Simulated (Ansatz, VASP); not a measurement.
# SrO: VASP beside Ansatz

```
Sr O
1.0
     0.00000    2.78251    2.79228
     2.78251    0.00000    2.79228
     2.78251    2.78251    0.00000
Sr O
1 1
Direct
  0.00000 0.00000 0.00000
  0.25000 0.25000 0.25000
```

Change from the starting cell: biaxial_xy strain -0.3%.

Alike in both runs: task single point; functional HSE06; k mesh 6 × 6 × 6; no spin polarisation.

```csv
,VASP,Ansatz
version,VASP 6.6.1,Ansatz 0.2.0
potentials or method,"VASP PAW PBE potentials, release 64 (Sr_sv, O)","plane waves, PAW"
plane-wave cutoff (eV),520,420
occupations,"gaussian, width 0.01 eV",fixed
valence electrons in the cell,16,16
```

Ansatz gave:

```
gap on the k mesh at the Fermi level (eV) : 3.87
pressure (GPa)                            : 0.1
```

Question: Which values does VASP return?

Answer: gap on the k mesh at the Fermi level (eV): 3.88; pressure (GPa): 0.6.

Ansatz's warnings: stress exchange threshold loose, stress scf threshold loose.
